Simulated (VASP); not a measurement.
Here is a VASP 6.6.1 calculation.

Contents of INCAR:

```
PREC = Accurate
ENCUT = 600
EDIFF = 1E-6
ISMEAR = -1
SIGMA = 0.05
LREAL = F
LASPH = T
NELM = 80
ALGO = Normal
ISIF = 3
LWAVE = F
LCHARG = F
GGA = PE
IVDW = 12
IBRION = 2
NSW = 80
EDIFFG = -0.01
```

Contents of KPOINTS:

```
Automatic mesh
0
Gamma
  7 7 7
```

File POSCAR:

```
SnTe
1.0
    0.0000000000      3.1508500000      3.1508500000
    3.1508500000      0.0000000000      3.1508500000
    3.1508500000      3.1508500000      0.0000000000
Te Sn
1 1
Direct
    0.5000000000      0.5000000000      0.5000000000
    0.0000000000      0.0000000000      0.0000000000
```

Potentials or basis: VASP PAW PBE potentials, release 64 (Te, Sn_d).

The run is started by

```sh
$ cat potpaw_PBE.64/Te/POTCAR potpaw_PBE.64/Sn_d/POTCAR > POTCAR
$ mpirun -np 1 vasp_std > vasp.out
```

What does it give for the dispersion energy per atom?

-0.401 eV.

Final structure:
```yaml
crystal:
  lattice:
    - [0.00000, 3.15085, 3.15085]
    - [3.15085, 0.00000, 3.15085]
    - [3.15085, 3.15085, 0.00000]
  atoms:
    - { symbol: Te, position: [0.50000, 0.50000, 0.50000] }
    - { symbol: Sn, position: [0.00000, 0.00000, 0.00000] }
```

Caveat: the relaxation stopped at its first step, so nothing moved.
